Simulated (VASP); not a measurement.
# Mn (Im-3m) in VASP: a series of runs

Mn is run at these levels: PBE; tasks: single point.

Program: VASP 6.6.1. These are calculated values, not measurements. Logs are shortened: lines on timing, memory, paths and dates and some standing lists are left out, and cuts for length are marked.

## Step 1: The cell of the first run

Symmetry: Im-3m, No. 229, cubic system. Conventional cell: a = 2.802 Å, b = 2.802 Å, c = 2.802 Å, α = 90.00°, β = 90.00°, γ = 90.00°. Mn (site symmetry m-3m) has 14 Mn at 2.43 to 2.80 Å within 3.2 Å.

This isn't the form of Mn at room conditions, which is a 58-atom cubic cell.

## Step 2: Single point, PBE

Contents of INCAR:

```
ALGO = Normal
EDIFF = 1E-6
ENCUT = 520
GGA = PE
ISIF = 2
ISMEAR = -1
LASPH = T
LCHARG = T
LELF = T
LREAL = F
LVHAR = T
LWAVE = F
NBANDS = 12
NELM = 60
PREC = Accurate
SIGMA = 0.06122561905347299
```

Contents of KPOINTS:

```
k-points
0
Gamma
  55 55 55
```

Contents of POSCAR:

```
Mn
1.0
   -1.4011211675      1.4011211675      1.4011211675
    1.4011211675     -1.4011211675      1.4011211675
    1.4011211675      1.4011211675     -1.4011211675
Mn
1
Direct
    0.0000000000      0.0000000000      0.0000000000
```

Potentials or basis: VASP PAW PBE potentials, release 64 (Mn_pv).

On the command line:

```bash
$ cat potpaw_PBE.64/Mn_pv/POTCAR > POTCAR
$ mpirun -np 1 vasp_std > vasp.out
```

OUTCAR:

```text
EDIFF = 1E-6
   ENCUT = 520
   GGA = PE
   ISIF = 2
   ISMEAR = -1
   LASPH = T
   LREAL = F
   NELM = 60
   PREC = Accurate

 ion  position               nearest neighbor table
   1  0.000  0.000  0.000-

  LATTYP: Found a body centered cubic cell.
 ALAT       =     2.8022423350

  Lattice vectors:

 A1 = (  -1.4011211675,   1.4011211675,   1.4011211675)
 A2 = (   1.4011211675,  -1.4011211675,   1.4011211675)
 A3 = (   1.4011211675,   1.4011211675,  -1.4011211675)

Analysis of symmetry for initial positions (statically):
=====================================================================
 Subroutine PRICEL returns:
 Original cell was already a primitive cell.

 Routine SETGRP: Setting up the symmetry group for a
 body centered cubic supercell.

 Subroutine GETGRP returns: Found 48 space group operations
 (whereof 48 operations were pure point group operations)
 out of a pool of 48 trial point group operations.

The static configuration has the point symmetry O_h .

Analysis of symmetry for dynamics (positions and initial velocities):
=====================================================================
 Subroutine PRICEL returns:
 Original cell was already a primitive cell.

 Routine SETGRP: Setting up the symmetry group for a
 body centered cubic supercell.

 Subroutine GETGRP returns: Found 48 space group operations
 (whereof 48 operations were pure point group operations)
 out of a pool of 48 trial point group operations.

The dynamic configuration has the point symmetry O_h .

 Subroutine INISYM returns: Found 48 space group operations
 (whereof 48 operations are pure point group operations),
 and found     1 'primitive' translations

----------------------------------------------------------------------------------------

                                     Primitive cell

  volume of cell :      11.0024

  direct lattice vectors                    reciprocal lattice vectors
    -1.401121167  1.401121167  1.401121167     0.000000000  0.356857074  0.356857074
     1.401121167 -1.401121167  1.401121167     0.356857074  0.000000000  0.356857074
     1.401121167  1.401121167 -1.401121167     0.356857074  0.356857074  0.000000000

  length of vectors
     2.426813050  2.426813050  2.426813050     0.504672114  0.504672114  0.504672114

  position of ions in fractional coordinates (direct lattice)
     0.000000000  0.000000000  0.000000000

  ion indices of the primitive-cell ions
   primitive index   ion index
                 1           1

----------------------------------------------------------------------------------------

 KPOINTS: k-points

Automatic generation of k-mesh.
 Grid dimensions read from file:
 generate k-points for:   55   55   55

 Generating k-lattice:

  Cartesian coordinates                     Fractional coordinates (reciprocal lattice)
     0.000000000  0.006488310  0.006488310     0.018181818  0.000000000  0.000000000
     0.006488310  0.000000000  0.006488310     0.000000000  0.018181818  0.000000000
     0.006488310  0.006488310  0.000000000     0.000000000  0.000000000  0.018181818

  Length of vectors
     0.009175857  0.009175857  0.009175857

  Shift w.r.t. Gamma in fractional coordinates (k-lattice)
     0.000000000  0.000000000  0.000000000

 Subroutine IBZKPT returns following result:
 ===========================================

 Found   4060 irreducible k-points:

 Following reciprocal coordinates:
            Coordinates               Weight
  0.000000  0.000000  0.000000      1.000000
  0.018182  0.000000  0.000000     12.000000
  0.036364  0.000000  0.000000     12.000000
  0.054545  0.000000  0.000000     12.000000
  0.072727  0.000000  0.000000     12.000000
  0.090909  0.000000  0.000000     12.000000
[... 16 lines left out ...]
  0.400000  0.000000  0.000000     12.000000
  0.418182  0.000000  0.000000     12.000000
 [... further k-points ...]
   k-points           NKPTS =   4060   k-points in BZ     NKDIM =   4060   number of bands    NBANDS=     12
   number of dos      NEDOS =    301   number of ions     NIONS =      1
   total plane-waves  NPLWV =   5832
   dimension x,y,z NGX =    18 NGY =   18 NGZ =   18
   dimension x,y,z NGXF=    36 NGYF=   36 NGZF=   36
   ions per type =               1
   NGX,Y,Z   is equivalent  to a cutoff of  12.33, 12.33, 12.33 a.u.
   NGXF,Y,Z  is equivalent  to a cutoff of  24.66, 24.66, 24.66 a.u.
 SYSTEM =  unknown system
   PREC   = accura    normal or accurate (medium, high low for compatibility)
   ISTART =      0    job   : 0-new  1-cont  2-samecut
   ICHARG =      2    charge: 1-file 2-atom 10-const
   ISPIN  =      1    spin polarized calculation?
   LNONCOLLINEAR =      F non collinear calculations
   LSORBIT =      F    spin-orbit coupling
   LASPH  =      T    aspherical Exc in radial PAW
   ENCUT  =  520.0 eV  38.22 Ry    6.18 a.u.   4.51  4.51  4.51*2*pi/ulx,y,z
   NELM   =     60;   NELMIN=  2; NELMDL= -5     # of ELM steps
   EDIFF  = 0.1E-05   stopping-criterion for ELM
   LREAL  =      F    real-space projection
   EDIFFG = 0.1E-04   stopping-criterion for IOM
   NSW    =      0    number of steps for IOM
   IBRION =     -1    ionic relax: 0-MD 1-quasi-New 2-CG
   NFREE  =      0    steps in history (QN), initial steepest desc. (CG)
   ISIF   =      2    stress and relaxation
   ISYM   =      2    0-nonsym 1-usesym 2-fastsym
   POTIM  = 0.5000    time-step for ionic-motion
   TEBEG  =    0.0;   TEEND  =   0.0 temperature during run
   PSTRESS=    0.0 pullay stress
   NELECT =      13.0000    total number of electrons
   NUPDOWN=      -1.0000    fix difference up-down
   EMIN   =  10.00;   EMAX   =-10.00  energy-range for DOS
   EFERMI =   0.00;   METHOD = LEGACY
   ISMEAR =    -1;   SIGMA  =   0.06  broadening in eV -4-tet -1-fermi 0-gaus
   EFERMI_NEDOS =   21; number of points for ismear=-14 and -15
   IALGO  =     38    algorithm
   IMIX   =      4    mixing-type and parameters
     AMIX     =   0.40;   BMIX     =  1.00
     AMIX_MAG =   1.60;   BMIX_MAG =  1.00
  volume/ion in A,a.u.               =      11.00        74.25
  Fermi-wavevector in a.u.,A,eV,Ry     =   1.730720  3.270587 40.754799  2.995393
  Thomas-Fermi vector in A             =   2.805223
   LORBIT       =      0    0 simple, 1 ext, 2 COOP (PROOUT), +10 PAW based schemes
   GGA     = PE    functional components
   LHFCALC =     F    Hartree Fock is set to
   AEXX    =    0.0000 exact exchange contribution
   IVDW    =     0    specifies the selected vdW correction
   LEPSILON=     F    determine dielectric tensor
   LRPA    =     F    only Hartree local field effects (RPA)
 non-spin polarized calculation
  energy-cutoff  :      520.00
  volume of cell :       11.00
 maximum number of plane-waves:       321
   NGX =  9   NGY =  9   NGZ =  9

 number of electron      13.0000014 magnetization

 Free energy of the ion-electron system (eV)
  ---------------------------------------------------
  ext. energy  EPLUGINS =         0.00000000
  ---------------------------------------------------
  free energy    TOTEN  =        -8.84711535 eV

  energy without entropy =       -8.81874169  energy(sigma->0) =       -8.83292852

 E-fermi :  10.5040     XC(G=0): -13.8828

 val. band max:       10.5038472492   @ k =   0.1636   0.0364   0.0000
 cond. band min:      10.5042115540   @ k =   0.2545   0.0909  -0.0000
 fundamental gap:      0.0003643049
 Fermi energy:        10.5040017878

 k-point     1 :       0.0000    0.0000    0.0000
  band No.  band energies     occupation
      1     -37.5146      2.00000
      2     -37.5146      2.00000
      3     -37.5146      2.00000
      4       1.9652      2.00000
      5       8.9511      2.00000
      6       8.9511      2.00000
      7       8.9511      2.00000
      8      10.8273      0.01013
      9      10.8273      0.01012
     10      34.0377      0.00000
     11      34.0377      0.00000
     12      34.0377      0.00000

 k-point     2 :       0.0182    0.0000    0.0000
  band No.  band energies     occupation
      1     -37.5170      2.00000
      2     -37.5153      2.00000
      3     -37.5146      2.00000
      4       1.9798      2.00000
      5       8.9460      2.00000
      6       8.9505      2.00000
      7       8.9602      2.00000
      8      10.8215      0.01112
      9      10.8277      0.01007
     10      33.9863      0.00000
     11      34.0309      0.00000
     12      34.0436      0.00000

 k-point     3 :       0.0364    0.0000    0.0000
  band No.  band energies     occupation
      1     -37.5241      2.00000
      2     -37.5176      2.00000
      3     -37.5146      2.00000
      4       2.0235      2.00000
      5       8.9308      2.00000
      6       8.9486      2.00000
      7       8.9875      2.00000
      8      10.8046      0.01464
      9      10.8288      0.00989
     10      33.8346      0.00000
     11      34.0092      0.00000
     12      34.0611      0.00000
[... 286 lines left out ...]
 k-point    23 :       0.4000    0.0000    0.0000
  band No.  band energies     occupation
      1     -38.1552      2.00000
      2     -37.7207      2.00000
      3     -37.5172      2.00000
      4       5.6239      2.00000
      5       7.6682      2.00000
      6       9.9766      1.99964
      7      10.8074      0.01398
      8      11.0698      0.00019
      9      11.9561      0.00000
     10      21.3438      0.00000
     11      28.8207      0.00000
     12      32.6093      0.00000

 k-point    24 :       0.4182    0.0000    0.0000
  band No.  band energies     occupation
      1     -38.1763      2.00000
      2     -37.7276      2.00000
      3     -37.5173      2.00000
      4       5.6486      2.00000
      5       7.6284      2.00000
      6      10.2594      1.96386
      7      10.8432      0.00782
      8      11.0837      0.00015
      9      12.0826      0.00000
     10      20.7994      0.00000
     11      28.6469      0.00000
     12      32.3369      0.00000

 [... further k-points ...]

------------------------ aborting loop because EDIFF is reached ----------------------------------------

  FORCE on cell =-STRESS in cart. coord.  units (eV):
  Direction    XX          YY          ZZ          XY          YZ          ZX
  --------------------------------------------------------------------------------------
  -------------------------------------------------------------------------------------
  Total       -0.3747714     -0.3747714     -0.3747714     -0.0000000      0.0000000      0.0000000
  in kB      -54.5745229    -54.5745229    -54.5745229     -0.0000000      0.0000000      0.0000000
  external PRESSURE =     -54.5745229 kB  Pullay stress =       0.0000000 kB

 VOLUME and BASIS-vectors are now :
 -----------------------------------------------------------------------------
  energy-cutoff  :      520.00
  volume of cell :       11.00
      direct lattice vectors                 reciprocal lattice vectors
    -1.401121167  1.401121167  1.401121167     0.000000000  0.356857074  0.356857074
     1.401121167 -1.401121167  1.401121167     0.356857074  0.000000000  0.356857074
     1.401121167  1.401121167 -1.401121167     0.356857074  0.356857074  0.000000000

 POSITION                                       TOTAL-FORCE (eV/Angst)
 -----------------------------------------------------------------------------------
      0.00000      0.00000      0.00000        -0.000000      0.000000     -0.000000
 -----------------------------------------------------------------------------------
    total drift:                                0.000000     -0.000000      0.000000

  FREE ENERGIE OF THE ION-ELECTRON SYSTEM (eV)
  ---------------------------------------------------
  free  energy   TOTEN  =        -8.8471153517 eV

  energy  without entropy=       -8.8187416888  energy(sigma->0) =       -8.83292852
```

Run time: 4.9 min. Hardware: 1 thread of Oxide Virtual Turin-like, shared host; peak memory 0.57 GiB.

Results:

```yaml
Free_energy: -8.8471 eV
Pressure: -5.5 GPa
Band_gap_on_the_k_mesh: zero (an odd number of electrons rules out a gap without spin polarisation)
```

Caveat: the cell stands under tension; the run has no spin polarisation, though such a crystal can be magnetic.

## Step 3: Single point, PBE

This run uses another cell than the first one, of 11.22 Å³/atom.

Changes to INCAR since step 2:

```diff
@@ -13,3 +13,3 @@
 NBANDS = 12
-NELM = 60
+NELM = 100
 PREC = Accurate
```

KPOINTS is that of step 2.

Contents of POSCAR:

```
Mn
1.0
   -1.4102196118      1.4102196118      1.4102196118
    1.4102196118     -1.4102196118      1.4102196118
    1.4102196118      1.4102196118     -1.4102196118
Mn
1
Direct
    0.0000000000      0.0000000000      0.0000000000
```

Potentials or basis: VASP PAW PBE potentials, release 64 (Mn_pv).

On the command line:

```bash
$ cat potpaw_PBE.64/Mn_pv/POTCAR > POTCAR
$ mpirun -np 1 vasp_std > vasp.out
```

OUTCAR:

```text
EDIFF = 1E-6
   ENCUT = 520
   GGA = PE
   ISIF = 2
   ISMEAR = -1
   LASPH = T
   LREAL = F
   NELM = 100
   PREC = Accurate

 ion  position               nearest neighbor table
   1  0.000  0.000  0.000-

  LATTYP: Found a body centered cubic cell.
 ALAT       =     2.8204392236

  Lattice vectors:

 A1 = (  -1.4102196118,   1.4102196118,   1.4102196118)
 A2 = (   1.4102196118,  -1.4102196118,   1.4102196118)
 A3 = (   1.4102196118,   1.4102196118,  -1.4102196118)

Analysis of symmetry for initial positions (statically):
=====================================================================
 Subroutine PRICEL returns:
 Original cell was already a primitive cell.

 Routine SETGRP: Setting up the symmetry group for a
 body centered cubic supercell.

 Subroutine GETGRP returns: Found 48 space group operations
 (whereof 48 operations were pure point group operations)
 out of a pool of 48 trial point group operations.

The static configuration has the point symmetry O_h .

[... 165 lines left out ...]
  band No.  band energies     occupation
      1     -37.7943      2.00000
      2     -37.7943      2.00000
      3     -37.7943      2.00000
      4       1.7854      2.00000
      5       8.7153      2.00000
      6       8.7153      2.00000
      7       8.7153      2.00000
      8      10.5433      0.01138
      9      10.5433      0.01138
     10      33.6023      0.00000
     11      33.6023      0.00000
     12      33.6023      0.00000
[... 331 lines left out ...]
 k-point    24 :       0.4182    0.0000    0.0000
  band No.  band energies     occupation
      1     -38.4152      2.00000
      2     -37.9950      2.00000
      3     -37.7965      2.00000
      4       5.4758      2.00000
      5       7.4294      2.00000
      6       9.9756      1.96765
      7      10.5549      0.00942
      8      10.7903      0.00020
      9      11.7608      0.00000
     10      20.3126      0.00000
     11      28.2194      0.00000
     12      31.7257      0.00000

 [... further k-points ...]

------------------------ aborting loop because EDIFF is reached ----------------------------------------

  FORCE on cell =-STRESS in cart. coord.  units (eV):
  Direction    XX          YY          ZZ          XY          YZ          ZX
  --------------------------------------------------------------------------------------
  -------------------------------------------------------------------------------------
  Total       -0.7122435     -0.7122435     -0.7122435      0.0000000     -0.0000000      0.0000000
  in kB     -101.7229217   -101.7229217   -101.7229217      0.0000000     -0.0000000      0.0000000
  external PRESSURE =    -101.7229217 kB  Pullay stress =       0.0000000 kB

 VOLUME and BASIS-vectors are now :
 -----------------------------------------------------------------------------
  energy-cutoff  :      520.00
  volume of cell :       11.22
      direct lattice vectors                 reciprocal lattice vectors
    -1.410219612  1.410219612  1.410219612     0.000000000  0.354554706  0.354554706
     1.410219612 -1.410219612  1.410219612     0.354554706  0.000000000  0.354554706
     1.410219612  1.410219612 -1.410219612     0.354554706  0.354554706  0.000000000

 POSITION                                       TOTAL-FORCE (eV/Angst)
 -----------------------------------------------------------------------------------
      0.00000      0.00000      0.00000        -0.000000     -0.000000      0.000000
 -----------------------------------------------------------------------------------
    total drift:                                0.000000     -0.000000      0.000000

  FREE ENERGIE OF THE ION-ELECTRON SYSTEM (eV)
  ---------------------------------------------------
  free  energy   TOTEN  =        -8.8366375596 eV

  energy  without entropy=       -8.8074729341  energy(sigma->0) =       -8.82205525
```

Run time: 5.3 min. Hardware: 1 thread of Oxide Virtual Turin-like, shared host; peak memory 0.57 GiB.

What came out:

```
Free energy            : -8.8366 eV
Pressure               : -10.2 GPa
Band gap on the k mesh : zero (an odd number of electrons rules out a gap without spin polarisation)
```

Caveat: the cell stands under tension; the run has no spin polarisation, though such a crystal can be magnetic. Spin polarisation is off, so any magnetic state and its effect on volume and gap are missing.
